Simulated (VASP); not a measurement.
The system is MoS2.

```
Mo S
1.0
     1.58000    0.91221    6.15000
    -1.58000    0.91221    6.15000
     0.00000   -1.82443    6.15000
Mo S
1 2
Direct
  0.00000 0.00000 0.00000
  0.25000 0.25000 0.25000
  0.41700 0.41700 0.41700
```

```yaml
Program: VASP 6.6.1
Task: relaxation of volume and atoms at fixed shape
Functional: PBE
Potentials_or_basis: VASP PAW PBE potentials, release 64 (Mo_sv, S)
Cutoff: 600 eV
k_mesh: 10 × 10 × 10
Occupations: gaussian, width 0.05 eV
Spin: no spin polarisation
```

At the start: pressure 5.2 GPa; volume 17.73 Å³/atom.

Task: Where does the relaxation end?

Result: Over 9 steps the energy falls by 10.1 meV/atom and the volume is 18.47 Å³/atom (+4.2 %); space group R3m (No. 160, to 0.1 Å) before and after.

Step by step:
```csv
step,energy change (eV),largest force (eV/Å),pressure (GPa),volume (Å³)
1,0.0000,0.5056,5.21,53.18
2,0.0695,1.1998,-7.79,57.74
3,-0.0271,0.1589,0.16,54.70
4,-0.0271,0.1478,0.21,54.67
5,-0.0287,0.1034,0.15,54.89
6,-0.0300,0.0592,0.05,55.25
7,-0.0301,0.0743,0.03,55.36
8,-0.0300,0.1124,-0.04,55.45
9,-0.0302,0.0018,-0.02,55.40
```

Final structure:
```
Mo S
1.0
     1.60164    0.92471    6.23424
    -1.60164    0.92471    6.23424
     0.00000   -1.84942    6.23424
Mo S
1 2
Cartesian
  0.0000 0.0000 0.0019
  0.0000 0.0000 4.6851
  0.0000 0.0000 7.7878
```
